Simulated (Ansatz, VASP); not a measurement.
Ta in VASP and in Ansatz

```
Ta
1.0
    -1.67390    1.67390    1.60695
     1.67390   -1.67390    1.60695
     1.67390    1.67390   -1.60695
Ta
1
Direct
  0.00000 0.00000 0.00000
```

Alike in both runs: task single point; functional PBE; k mesh 22 × 22 × 22; occupations gaussian, width 0.15 eV; no spin polarisation.

```csv
,VASP,Ansatz
version,VASP 6.6.1,Ansatz 0.2.0
potentials or method,"VASP PAW PBE potentials, release 64 (Ta_pv), cutoff 520 eV","scalar-relativistic, plane waves, PAW"
valence electrons in the cell,11,13
```

|  | VASP | Ansatz | Ansatz less VASP |
| --- | --- | --- | --- |
| gap on the k mesh at the Fermi level (eV) | none | none | - |
| pressure (GPa) | 3.4 | 3.3 | -0.12 |
| traceless stress, the component that is largest in VASP (GPa) | 2.84 | 2.85 | +0.010 |

A gap of «none» marks a metal or a gap that the smearing closes. VASP's potentials hold 11 valence electrons a cell and Ansatz's 13, so a difference there can come from the potentials and not from the codes.

Neither program's run includes spin-orbit coupling.
